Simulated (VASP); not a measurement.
# Ca (Cmcm) in VASP: notebook

The runs below take Ca through single point, with PBEsol.

Program: VASP 6.6.1. These are calculated values, not measurements. Logs are shortened: lines on timing, memory, paths and dates and some standing lists are left out, and cuts for length are marked.

## 1. The cell of the first run

It takes space group Cmcm (No. 63, orthorhombic). Conventional cell: a = 3.916 Å, b = 6.745 Å, c = 6.465 Å, α = 90.00°, β = 90.00°, γ = 90.00°. Ca (site symmetry m2m) has 12 Ca at 3.90 to 3.95 Å within 5.1 Å.

## 2. Single point, PBEsol (42.70 Å³/atom)

The input, INCAR:

```
ALGO = Normal
EDIFF = 1E-7
ENCUT = 520
GGA = PS
ISIF = 2
ISMEAR = -1
LASPH = T
LCHARG = T
LELF = T
LREAL = F
LVHAR = T
LWAVE = F
NBANDS = 17
NELM = 100
PREC = Accurate
SIGMA = 0.05
```

The input, KPOINTS:

```
k-points
0
Gamma
  11 11 6
```

The input, POSCAR:

```
Ca
1.0
    1.9580455561     -3.3727009686      0.0000000000
    1.9580455561      3.3727009686      0.0000000000
    0.0000000000      0.0000000000      6.4654251100
Ca
2
Direct
    0.8355866000      0.1644134000      0.2500000000
    0.1644134000      0.8355866000      0.7500000000
```

Potentials or basis: VASP PAW PBE potentials, release 64 (Ca_sv).

On the command line:

```console
$ cat potpaw_PBE.64/Ca_sv/POTCAR > POTCAR
$ mpirun -np 1 vasp_std > vasp.out
```

OUTCAR:

```text
EDIFF = 1E-7
   ENCUT = 520
   GGA = PS
   ISIF = 2
   ISMEAR = -1
   LASPH = T
   LREAL = F
   NELM = 100
   PREC = Accurate

 ion  position               nearest neighbor table
   1  0.836  0.164  0.250-
   2  0.164  0.836  0.750-

  LATTYP: Found a base centered orthorhombic cell.
 ALAT       =     3.9160911122
 B/A-ratio  =     1.7224834009
 C/A-ratio  =     1.6509894496

  Lattice vectors:

 A1 = (   1.9580455561,  -3.3727009686,   0.0000000000)
 A2 = (   1.9580455561,   3.3727009686,   0.0000000000)
 A3 = (   0.0000000000,   0.0000000000,   6.4654251100)

Analysis of symmetry for initial positions (statically):
=====================================================================
 Subroutine PRICEL returns:
 Original cell was already a primitive cell.

 Routine SETGRP: Setting up the symmetry group for a
 base centered orthorhombic supercell.

 Subroutine GETGRP returns: Found  8 space group operations
 (whereof  4 operations were pure point group operations)
 out of a pool of  8 trial point group operations.

The static configuration has the point symmetry C_2h.
 The point group associated with its full space group is D_2h.

Analysis of symmetry for dynamics (positions and initial velocities):
=====================================================================
 Subroutine PRICEL returns:
 Original cell was already a primitive cell.

 Routine SETGRP: Setting up the symmetry group for a
 base centered orthorhombic supercell.

 Subroutine GETGRP returns: Found  8 space group operations
 (whereof  4 operations were pure point group operations)
 out of a pool of  8 trial point group operations.

The dynamic configuration has the point symmetry C_2h.
 The point group associated with its full space group is D_2h.

 Subroutine INISYM returns: Found  8 space group operations
 (whereof  4 operations are pure point group operations),
 and found     1 'primitive' translations

----------------------------------------------------------------------------------------

                                     Primitive cell

  volume of cell :      85.3941

  direct lattice vectors                    reciprocal lattice vectors
     1.958045556 -3.372700969  0.000000000     0.255356674 -0.148249135  0.000000000
     1.958045556  3.372700969  0.000000000     0.255356674  0.148249135  0.000000000
     0.000000000  0.000000000  6.465425110     0.000000000  0.000000000  0.154668871

  length of vectors
     3.899878745  3.899878745  6.465425110     0.295270785  0.295270785  0.154668871

  position of ions in fractional coordinates (direct lattice)
     0.835586600  0.164413400  0.250000000
     0.164413400  0.835586600  0.750000000

  ion indices of the primitive-cell ions
   primitive index   ion index
                 1           1
                 2           2

----------------------------------------------------------------------------------------

 KPOINTS: k-points

Automatic generation of k-mesh.
 Grid dimensions read from file:
 generate k-points for:   11   11    6

 Generating k-lattice:

  Cartesian coordinates                     Fractional coordinates (reciprocal lattice)
     0.023214243 -0.013477194  0.000000000     0.090909091  0.000000000  0.000000000
     0.023214243  0.013477194  0.000000000     0.000000000  0.090909091  0.000000000
     0.000000000  0.000000000  0.025778145     0.000000000  0.000000000  0.166666667

  Length of vectors
     0.026842799  0.026842799  0.025778145

  Shift w.r.t. Gamma in fractional coordinates (k-lattice)
     0.000000000  0.000000000  0.000000000

 Subroutine IBZKPT returns following result:
 ===========================================

 Found    144 irreducible k-points:

 Following reciprocal coordinates:
            Coordinates               Weight
  0.000000  0.000000  0.000000      1.000000
  0.090909  0.000000  0.000000      4.000000
  0.181818  0.000000  0.000000      4.000000
  0.272727 -0.000000  0.000000      4.000000
  0.363636 -0.000000  0.000000      4.000000
  0.454545  0.000000  0.000000      4.000000
[... 16 lines left out ...]
 -0.272727  0.181818  0.000000      4.000000
 -0.181818  0.181818  0.000000      2.000000
 [... further k-points ...]
   k-points           NKPTS =    144   k-points in BZ     NKDIM =    144   number of bands    NBANDS=     17
   number of dos      NEDOS =    301   number of ions     NIONS =      2
   total plane-waves  NPLWV =  43200
   dimension x,y,z NGX =    30 NGY =   30 NGZ =   48
   dimension x,y,z NGXF=    60 NGYF=   60 NGZF=   96
   ions per type =               2
   NGX,Y,Z   is equivalent  to a cutoff of  12.79, 12.79, 12.34 a.u.
   NGXF,Y,Z  is equivalent  to a cutoff of  25.58, 25.58, 24.68 a.u.
 SYSTEM =  unknown system
   PREC   = accura    normal or accurate (medium, high low for compatibility)
   ISTART =      0    job   : 0-new  1-cont  2-samecut
   ICHARG =      2    charge: 1-file 2-atom 10-const
   ISPIN  =      1    spin polarized calculation?
   LNONCOLLINEAR =      F non collinear calculations
   LSORBIT =      F    spin-orbit coupling
   LASPH  =      T    aspherical Exc in radial PAW
   ENCUT  =  520.0 eV  38.22 Ry    6.18 a.u.   7.25  7.25 12.02*2*pi/ulx,y,z
   NELM   =    100;   NELMIN=  2; NELMDL= -5     # of ELM steps
   EDIFF  = 0.1E-06   stopping-criterion for ELM
   LREAL  =      F    real-space projection
   EDIFFG = 0.1E-05   stopping-criterion for IOM
   NSW    =      0    number of steps for IOM
   IBRION =     -1    ionic relax: 0-MD 1-quasi-New 2-CG
   NFREE  =      0    steps in history (QN), initial steepest desc. (CG)
   ISIF   =      2    stress and relaxation
   ISYM   =      2    0-nonsym 1-usesym 2-fastsym
   POTIM  = 0.5000    time-step for ionic-motion
   TEBEG  =    0.0;   TEEND  =   0.0 temperature during run
   PSTRESS=    0.0 pullay stress
   NELECT =      20.0000    total number of electrons
   NUPDOWN=      -1.0000    fix difference up-down
   EMIN   =  10.00;   EMAX   =-10.00  energy-range for DOS
   EFERMI =   0.00;   METHOD = LEGACY
   ISMEAR =    -1;   SIGMA  =   0.05  broadening in eV -4-tet -1-fermi 0-gaus
   EFERMI_NEDOS =   21; number of points for ismear=-14 and -15
   IALGO  =     38    algorithm
   IMIX   =      4    mixing-type and parameters
     AMIX     =   0.40;   BMIX     =  1.00
     AMIX_MAG =   1.60;   BMIX_MAG =  1.00
  volume/ion in A,a.u.               =      42.70       288.13
  Fermi-wavevector in a.u.,A,eV,Ry     =   1.009119  1.906958 13.855093  1.018321
  Thomas-Fermi vector in A             =   2.142027
   LORBIT       =      0    0 simple, 1 ext, 2 COOP (PROOUT), +10 PAW based schemes
   GGA     = PS    functional components
   LHFCALC =     F    Hartree Fock is set to
   AEXX    =    0.0000 exact exchange contribution
   IVDW    =     0    specifies the selected vdW correction
   LEPSILON=     F    determine dielectric tensor
   LRPA    =     F    only Hartree local field effects (RPA)
 non-spin polarized calculation
  energy-cutoff  :      520.00
  volume of cell :       85.39
 maximum number of plane-waves:      2328
 NGX is ok and might be reduce to    30
   NGX = 15   NGY = 15   NGZ = 25

 number of electron      19.9999997 magnetization

 Free energy of the ion-electron system (eV)
  ---------------------------------------------------
  ext. energy  EPLUGINS =         0.00000000
  ---------------------------------------------------
  free energy    TOTEN  =        -4.26376794 eV

  energy without entropy =       -4.24740472  energy(sigma->0) =       -4.25558633

 E-fermi :   1.9017     XC(G=0):  -7.7728

 val. band max:        1.8972231592   @ k =  -0.4545   0.3636   0.0000
 cond. band min:       1.9307268310   @ k =   0.3636  -0.0000   0.0000
 fundamental gap:      0.0335036718
 Fermi energy:         1.9017128579

 k-point     1 :       0.0000    0.0000    0.0000
  band No.  band energies     occupation
      1     -40.0166      2.00000
      2     -40.0042      2.00000
      3     -21.1346      2.00000
      4     -21.0310      2.00000
      5     -21.0291      2.00000
      6     -21.0128      2.00000
[... 9 lines left out ...]
     16       4.4766      0.00000
     17       4.8766      0.00000

 k-point     2 :       0.0909    0.0000    0.0000
  band No.  band energies     occupation
      1     -40.0156      2.00000
      2     -40.0037      2.00000
      3     -21.1311      2.00000
      4     -21.0382      2.00000
      5     -21.0330      2.00000
      6     -21.0215      2.00000
[... 9 lines left out ...]
     16       4.5546      0.00000
     17       4.7298      0.00000

 k-point     3 :       0.1818    0.0000    0.0000
  band No.  band energies     occupation
      1     -40.0130      2.00000
      2     -40.0023      2.00000
      3     -21.1214      2.00000
      4     -21.0609      2.00000
      5     -21.0446      2.00000
      6     -21.0398      2.00000
[... 9 lines left out ...]
     16       4.5233      0.00000
     17       4.5874      0.00000

 k-point     4 :       0.2727   -0.0000    0.0000
  band No.  band energies     occupation
      1     -40.0095      2.00000
      2     -40.0007      2.00000
      3     -21.1071      2.00000
      4     -21.0910      2.00000
      5     -21.0741      2.00000
      6     -21.0485      2.00000
[... 9 lines left out ...]
     16       4.8132      0.00000
     17       5.1565      0.00000
[... 343 lines left out ...]
      1     -40.0075      2.00000
      2     -40.0000      2.00000
      3     -21.0983      2.00000
      4     -21.0944      2.00000
      5     -21.0926      2.00000
      6     -21.0526      2.00000
[... 9 lines left out ...]
     16       4.8098      0.00000
     17       5.1760      0.00000

 k-point    23 :      -0.2727    0.1818    0.0000
  band No.  band energies     occupation
      1     -40.0106      2.00000
      2     -40.0013      2.00000
      3     -21.1116      2.00000
      4     -21.0785      2.00000
      5     -21.0670      2.00000
      6     -21.0431      2.00000
[... 9 lines left out ...]
     16       4.6237      0.00000
     17       4.7948      0.00000

 k-point    24 :      -0.1818    0.1818    0.0000
  band No.  band energies     occupation
      1     -40.0129      2.00000
      2     -40.0023      2.00000
      3     -21.1208      2.00000
      4     -21.0626      2.00000
      5     -21.0453      2.00000
      6     -21.0390      2.00000
[... 9 lines left out ...]
     16       4.5226      0.00000
     17       4.5878      0.00000

 [... further k-points ...]

------------------------ aborting loop because EDIFF is reached ----------------------------------------

  FORCE on cell =-STRESS in cart. coord.  units (eV):
  Direction    XX          YY          ZZ          XY          YZ          ZX
  --------------------------------------------------------------------------------------
  -------------------------------------------------------------------------------------
  Total       -0.4530477     -0.3215992     -0.4528732      0.0000000      0.0000000      0.0000000
  in kB       -8.5001539     -6.0338954     -8.4968796      0.0000000      0.0000000      0.0000000
  external PRESSURE =      -7.6769763 kB  Pullay stress =       0.0000000 kB

 VOLUME and BASIS-vectors are now :
 -----------------------------------------------------------------------------
  energy-cutoff  :      520.00
  volume of cell :       85.39
      direct lattice vectors                 reciprocal lattice vectors
     1.958045556 -3.372700969  0.000000000     0.255356674 -0.148249135  0.000000000
     1.958045556  3.372700969  0.000000000     0.255356674  0.148249135  0.000000000
     0.000000000  0.000000000  6.465425110     0.000000000  0.000000000  0.154668871

 POSITION                                       TOTAL-FORCE (eV/Angst)
 -----------------------------------------------------------------------------------
      1.95805     -2.26367      1.61636         0.000000      0.015873      0.000000
      1.95805      2.26367      4.84907         0.000000     -0.015873      0.000000
 -----------------------------------------------------------------------------------
    total drift:                                0.000000     -0.000000      0.000000

  FREE ENERGIE OF THE ION-ELECTRON SYSTEM (eV)
  ---------------------------------------------------
  free  energy   TOTEN  =        -4.2637679380 eV

  energy  without entropy=       -4.2474047237  energy(sigma->0) =       -4.25558633
```

It took 5 min on 1 thread of Intel Xeon 8259CL, shared host; peak memory 0.32 GiB.

What came out:

```yaml
Free_energy: -4.2638 eV
Pressure: -0.8 GPa
Largest_force: 0.016 eV/Å
Band_gap_on_the_k_mesh: zero (bands 10 and 11 overlap by 0.46 eV)
```

Forces in eV/Å, atoms in the order of the input:
```
Ca   0.000  0.016  0.000
Ca   0.000 -0.016  0.000
```

Levels at points of the mesh, in eV from the Fermi level:
| k point | band 7 | band 8 | band 9 | band 10 | band 11 | band 12 | band 13 | band 14 |
| --- | --- | --- | --- | --- | --- | --- | --- | --- |
| (0.00, 0.00, 0.00) | -22.91 | -22.91 | -4.07 | -1.11 | -0.28 | 2.18 | 2.24 | 2.27 |
| (0.00, 0.00, 0.50) | -22.92 | -22.92 | -3.08 | -3.08 | 1.32 | 1.32 | 2.22 | 2.22 |

Caveat: the PAW data sets were made with another functional, which shifts forces and pressure a little.

## 3. Single point, PBEsol (44.44 Å³/atom)

This run uses another cell than the first one, of 44.44 Å³/atom.

The input, INCAR:

```
SYSTEM = Ca
PREC = Accurate ; ENCUT = 520
EDIFF = 1E-6 ; ISMEAR = -1
SIGMA = 0.05 ; LREAL = .FALSE.
LASPH = .TRUE. ; NELM = 60
ALGO = Normal ; ISIF = 2
LWAVE = .FALSE. ; LCHARG = .FALSE.
GGA = PS ; NBANDS = 17
```

The input, KPOINTS:

```
regular mesh
0
G
  11 11 6
  0 0 0
```

The input, POSCAR:

```
Ca
1.0
    1.9843311834     -3.4179775253      0.0000000000
    1.9843311834      3.4179775253      0.0000000000
    0.0000000000      0.0000000000      6.5522196966
Ca
2
Direct
    0.8355866000      0.1644134000      0.2500000000
    0.1644134000      0.8355866000      0.7500000000
```

Potentials or basis: VASP PAW PBE potentials, release 64 (Ca_sv).

On the command line:

```console
$ cat potpaw_PBE.64/Ca_sv/POTCAR > POTCAR
$ mpirun -np 1 vasp_std > vasp.out
```

Wall time 5.2 min (1 thread of Intel Xeon 8259CL, shared host); peak memory 0.33 GiB.

It converged, with:

- Free energy: -4.2412 eV
- Pressure: -1.3 GPa
- Largest force: 0.015 eV/Å
- Band gap on the k mesh: zero (bands 10 and 11 overlap by 0.49 eV)

Forces in eV/Å, atoms in the order of the input:
```
Ca   0.000  0.015  0.000
Ca   0.000 -0.015  0.000
```

Stress tensor (GPa, compression positive):
```
-1.40  0.00  0.00
 0.00 -1.18  0.00
 0.00  0.00 -1.47
```

Levels at points of the mesh, in eV from the Fermi level:
```
           k point  band 8  band 9  band 10  band 11  band 12  band 13
(0.00, 0.00, 0.00)  -23.00   -4.00    -1.09    -0.30     2.13     2.19
(0.00, 0.00, 0.50)  -23.02   -3.03    -3.03     1.30     1.30     2.17
```

Caveat: the PAW data sets were made with another functional, which shifts forces and pressure a little.

The gap in the log of VASP goes by the Fermi energy; the results here count the filled bands.